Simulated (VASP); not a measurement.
# Zn2CdN2 (P-3m1) in VASP: further runs

Zn2CdN2 is run at these levels: PBE; tasks: single point, relaxation of cell and atoms.

Program: VASP 6.6.1. These are calculated values, not measurements. Logs are shortened: lines on timing, memory, paths and dates and some standing lists are left out, and cuts for length are marked.

**1. The cell of the first run**

The structure is trigonal, space group P-3m1 (No. 164). The conventional cell has a = 3.459 Å, b = 3.459 Å, c = 6.094 Å, α = 90.00°, β = 90.00°, γ = 120.00°. Within 2.7 Å of Zn (site symmetry 3m) lie 4 N at 2.06 to 2.33 Å and 3 Zn at 2.69 Å. Within 3.4 Å of Cd (site symmetry -3m) lie 6 N at 2.57 Å and 6 Zn at 2.93 Å. N (site symmetry 3m) has 4 Zn at 2.06 to 2.33 Å and 3 Cd at 2.57 Å within 2.7 Å.

**2. Single point, PBE**

INCAR

```
SYSTEM = Zn2CdN2
ALGO = Normal
EDIFF = 1E-7
ENCUT = 520
GGA = PE
ISIF = 2
ISMEAR = 0
LASPH = .TRUE.
LCHARG = .FALSE.
LREAL = .FALSE.
LWAVE = .FALSE.
NBANDS = 31
NELM = 60
PREC = Accurate
SIGMA = 0.02
```

KPOINTS

```
k-points
0
G
  7 7 4
  0 0 0
```

POSCAR

```
Zn2CdN2
1.0
    3.4585010411      0.0000002878      0.0000000000
   -1.7292507698      2.9951496167      0.0000000000
    0.0000000000      0.0000000000      6.0935181175
Zn Cd N
2 1 2
Direct
    0.6666666667      0.3333333333      0.1483007689
    0.3333333333      0.6666666667      0.8516992311
    0.0000000000      0.0000000000      0.5000000000
    0.6666666667      0.3333333333      0.7656505221
    0.3333333333      0.6666666667      0.2343494779
```

Potentials or basis: VASP PAW PBE potentials, release 64 (Zn, Cd, N).

Command:

```console
> cat potpaw_PBE.64/Zn/POTCAR potpaw_PBE.64/Cd/POTCAR potpaw_PBE.64/N/POTCAR > POTCAR
> mpirun -np 1 vasp_std > vasp.out
```

OUTCAR:

```text
SYSTEM = Zn2CdN2
   EDIFF = 1E-7
   ENCUT = 520
   GGA = PE
   ISIF = 2
   ISMEAR = 0
   LASPH = .TRUE.
   LREAL = .FALSE.
   NELM = 60
   PREC = Accurate

 ion  position               nearest neighbor table
   1  0.667  0.333  0.148-   5 2.06   5 2.06   5 2.06   4 2.33   2 2.69   2 2.69   2 2.69   3 2.93
                             3 2.93   3 2.93
   2  0.333  0.667  0.852-   4 2.06   4 2.06   4 2.06   5 2.33   1 2.69   1 2.69   1 2.69   3 2.93
                             3 2.93   3 2.93
   3  0.000  0.000  0.500-   4 2.57   5 2.57   5 2.57   4 2.57   4 2.57   5 2.57   1 2.93   2 2.93
                             2 2.93   1 2.93   2 2.93   1 2.93
   4  0.667  0.333  0.766-   2 2.06   2 2.06   2 2.06   1 2.33   3 2.57   3 2.57   3 2.57
   5  0.333  0.667  0.234-   1 2.06   1 2.06   1 2.06   2 2.33   3 2.57   3 2.57   3 2.57

  LATTYP: Found a hexagonal cell.
 ALAT       =     3.4585010411
 C/A-ratio  =     1.7618957014

  Lattice vectors:

 A1 = (   3.4585010411,   0.0000002878,   0.0000000000)
 A2 = (  -1.7292507698,   2.9951496167,   0.0000000000)
 A3 = (   0.0000000000,   0.0000000000,   6.0935181175)

Analysis of symmetry for initial positions (statically):
=====================================================================
 Subroutine PRICEL returns:
 Original cell was already a primitive cell.

 Routine SETGRP: Setting up the symmetry group for a
 hexagonal supercell.

 Subroutine GETGRP returns: Found 12 space group operations
 (whereof 12 operations were pure point group operations)
 out of a pool of 24 trial point group operations.

The static configuration has the point symmetry D_3d.

Analysis of symmetry for dynamics (positions and initial velocities):
=====================================================================
 Subroutine PRICEL returns:
 Original cell was already a primitive cell.

 Routine SETGRP: Setting up the symmetry group for a
 hexagonal supercell.

 Subroutine GETGRP returns: Found 12 space group operations
 (whereof 12 operations were pure point group operations)
 out of a pool of 24 trial point group operations.

The dynamic configuration has the point symmetry D_3d.

 Subroutine INISYM returns: Found 12 space group operations
 (whereof 12 operations are pure point group operations),
 and found     1 'primitive' translations

[... 100 lines left out ...]
   EDIFF  = 0.1E-06   stopping-criterion for ELM
   LREAL  =      F    real-space projection
   EDIFFG = 0.1E-05   stopping-criterion for IOM
   NSW    =      0    number of steps for IOM
   IBRION =     -1    ionic relax: 0-MD 1-quasi-New 2-CG
   NFREE  =      0    steps in history (QN), initial steepest desc. (CG)
   ISIF   =      2    stress and relaxation
   ISYM   =      2    0-nonsym 1-usesym 2-fastsym
   POTIM  = 0.5000    time-step for ionic-motion
   TEBEG  =    0.0;   TEEND  =   0.0 temperature during run
   PSTRESS=    0.0 pullay stress
   NELECT =      46.0000    total number of electrons
   NUPDOWN=      -1.0000    fix difference up-down
   EMIN   =  10.00;   EMAX   =-10.00  energy-range for DOS
   EFERMI =   0.00;   METHOD = LEGACY
   ISMEAR =     0;   SIGMA  =   0.02  broadening in eV -4-tet -1-fermi 0-gaus
   EFERMI_NEDOS =   21; number of points for ismear=-14 and -15
   IALGO  =     38    algorithm
   IMIX   =      4    mixing-type and parameters
     AMIX     =   0.40;   BMIX     =  1.00
     AMIX_MAG =   1.60;   BMIX_MAG =  1.00
  volume/ion in A,a.u.               =      12.62        85.19
  Fermi-wavevector in a.u.,A,eV,Ry     =   1.473226  2.783993 29.529998  2.170394
  Thomas-Fermi vector in A             =   2.588145
   LORBIT       =      0    0 simple, 1 ext, 2 COOP (PROOUT), +10 PAW based schemes
   GGA     = PE    functional components
   LHFCALC =     F    Hartree Fock is set to
   AEXX    =    0.0000 exact exchange contribution
   IVDW    =     0    specifies the selected vdW correction
   LEPSILON=     F    determine dielectric tensor
   LRPA    =     F    only Hartree local field effects (RPA)
 non-spin polarized calculation
 Gauss-broadening in eV      SIGMA  =   0.02
  energy-cutoff  :      520.00
  volume of cell :       63.12
 maximum number of plane-waves:      1726
 NGX is ok and might be reduce to    28
   NGX = 13   NGY = 13   NGZ = 23

 number of electron      46.0000007 magnetization

 Free energy of the ion-electron system (eV)
  ---------------------------------------------------
  ext. energy  EPLUGINS =         0.00000000
  ---------------------------------------------------
  free energy    TOTEN  =       -18.04498995 eV

  energy without entropy =      -18.04487481  energy(sigma->0) =      -18.04493238

 E-fermi :   3.1251     XC(G=0): -11.6658

 val. band max:        3.1250692710   @ k =   0.0000   0.0000   0.5000
 cond. band min:       3.1250700192   @ k =   0.0000   0.0000   0.5000
 fundamental gap:      0.0000007482
 Fermi energy:         3.1250696451

 k-point     1 :       0.0000    0.0000    0.0000
  band No.  band energies     occupation
      1     -11.7935      2.00000
      2     -10.7849      2.00000
      3      -5.4328      2.00000
      4      -5.2544      2.00000
      5      -5.2544      2.00000
      6      -5.0567      2.00000
[... 805 lines left out ...]
     30      12.4161      0.00000
     31      13.1385      0.00000

 [... further k-points ...]

------------------------ aborting loop because EDIFF is reached ----------------------------------------

  FORCE on cell =-STRESS in cart. coord.  units (eV):
  Direction    XX          YY          ZZ          XY          YZ          ZX
  --------------------------------------------------------------------------------------
  -------------------------------------------------------------------------------------
  Total        0.3567727      0.3567727      0.2802487     -0.0000000     -0.0000000      0.0000000
  in kB        9.0558182      9.0558182      7.1134385     -0.0000000     -0.0000000      0.0000000
  external PRESSURE =       8.4083583 kB  Pullay stress =       0.0000000 kB

 VOLUME and BASIS-vectors are now :
 -----------------------------------------------------------------------------
  energy-cutoff  :      520.00
  volume of cell :       63.12
      direct lattice vectors                 reciprocal lattice vectors
     3.458501041  0.000000288  0.000000000     0.289142591  0.166936585  0.000000000
    -1.729250770  2.995149617  0.000000000    -0.000000028  0.333873122  0.000000000
     0.000000000  0.000000000  6.093518118     0.000000000  0.000000000  0.164108809

 POSITION                                       TOTAL-FORCE (eV/Angst)
 -----------------------------------------------------------------------------------
      1.72925      0.99838      0.90367         0.000000     -0.000000     -0.009703
     -0.00000      1.99677      5.18984         0.000000      0.000000      0.009703
      0.00000      0.00000      3.04676        -0.000000      0.000000      0.000000
      1.72925      0.99838      4.66551        -0.000000      0.000000      0.004321
     -0.00000      1.99677      1.42801        -0.000000      0.000000     -0.004321
 -----------------------------------------------------------------------------------
    total drift:                                0.000000      0.000000      0.000000

  FREE ENERGIE OF THE ION-ELECTRON SYSTEM (eV)
  ---------------------------------------------------
  free  energy   TOTEN  =       -18.0449899502 eV

  energy  without entropy=      -18.0448748094  energy(sigma->0) =      -18.04493238
```

stdout:

```text
POSCAR found type information on POSCAR ZnCdN
 POSCAR found :  3 types and       5 ions
 scaLAPACK will be used
 LDA part: xc-table for (Slater+PW92), standard interpolation
 POSCAR, INCAR and KPOINTS ok, starting setup
 FFT: planning ... GRIDC
 FFT: planning ... GRID_SOFT
 FFT: planning ... GRID
 WAVECAR not read
 entering main loop
```

Wall time 60 s (1 thread of Intel Xeon Platinum 8488C (Sapphire Rapids), shared host); peak memory 0.2 GiB.

Results:

- Free energy: -18.0450 eV
- Pressure: 0.8 GPa
- Largest force: 0.010 eV/Å
- Band gap on the k mesh: zero (band 23 reaches 3.13 eV, above the bottom of band 24 at 2.90 eV)

Forces in eV/Å, atoms in the order of the input:
```
Zn   0.000  0.000 -0.010
Zn   0.000  0.000  0.010
Cd   0.000  0.000  0.000
N    0.000  0.000  0.004
N    0.000  0.000 -0.004
```

**3. Relaxation of cell and atoms, PBE**

This run uses another cell than the first one, of 12.73 Å³/atom, 1.009 times its volume.

INCAR

```
SYSTEM = Zn2CdN2
ALGO = Normal
EDIFF = 1E-6
EDIFFG = -0.02
ENCUT = 600
GGA = PE
IBRION = 2
ISIF = 3
ISMEAR = 0
LASPH = .True.
LCHARG = .False.
LREAL = .False.
LWAVE = .False.
NELM = 60
NSW = 60
PREC = Accurate
SIGMA = 0.02
```

KPOINTS

```
k-points
0
Gamma
  7 7 4
  0 0 0
```

POSCAR

```
Zn2CdN2
1.0
    3.4684690000      0.0000000000      0.0000000000
   -1.7342350000      3.0037820000      0.0000000000
    0.0000000000      0.0000000000      6.1113010000
Zn Cd N
2 1 2
Direct
    0.6666666667      0.3333333333      0.1481300000
    0.3333333333      0.6666666667      0.8518700000
    0.0000000000      0.0000000000      0.5000000000
    0.6666666667      0.3333333333      0.7660630000
    0.3333333333      0.6666666667      0.2339370000
```

Potentials or basis: VASP PAW PBE potentials, release 64 (Zn, Cd, N).

Command:

```console
> cat potpaw_PBE.64/Zn/POTCAR potpaw_PBE.64/Cd/POTCAR potpaw_PBE.64/N/POTCAR > POTCAR
> mpirun -np 1 vasp_std > vasp.out
```

Run time: 2.4 min. Hardware: 1 thread of Intel Xeon 6975P-C, shared host; peak memory 0.23 GiB.

It converged, with:

* Free energy: -18.0489 eV
* Relaxed volume: 12.69 Å³/atom
* Relaxed cell: a = 3.465 Å, b = 3.465 Å, c = 6.105 Å, α = 90.00°, β = 90.00°, γ = 120.00°
* Space group after relaxing (to 0.05 Å): P-3m1 (No. 164)
* Energy gained by relaxing: 0.1 meV/atom
* Ionic steps: 3
* Pressure after relaxing: 0.0 GPa
* Band gap on the k mesh: zero (band 23 reaches 3.08 eV, above the bottom of band 24 at 2.85 eV)

Stress tensor (GPa, compression positive):
```
 0.04  0.00  0.00
 0.00  0.04  0.00
 0.00  0.00 -0.04
```

Step by step:
```
step  energy change (eV)  largest force (eV/Å)  pressure (GPa)  volume (Å³)
   1              0.0000                0.0076           -0.41        63.67
   2             -0.0002                0.0056            0.22        63.37
   3             -0.0003                0.0016            0.01        63.47
```

Final structure:
```yaml
crystal:
  lattice:
    - [3.46475, 0.00000, 0.00000]
    - [-1.73238, 3.00056, 0.00000]
    - [0.00000, 0.00000, 6.10471]
  atoms:
    - { symbol: Zn, position: [0.66667, 0.33333, 0.14817] }
    - { symbol: Zn, position: [0.33333, 0.66667, 0.85183] }
    - { symbol: Cd, position: [0.00000, 0.00000, 0.50000] }
    - { symbol: N, position: [0.66667, 0.33333, 0.76610] }
    - { symbol: N, position: [0.33333, 0.66667, 0.23390] }
```

Levels at points of the mesh, in eV from the Fermi level:
| k point | band 21 | band 22 | band 23 | band 24 | band 25 | band 26 |
| --- | --- | --- | --- | --- | --- | --- |
| (0.00, 0.00, 0.00) | -0.45 | -0.45 | -0.22 | -0.22 | 2.20 | 5.57 |
| (0.00, 0.00, 0.50) | -0.63 | 0.00 | 0.00 | 1.36 | 1.79 | 5.86 |
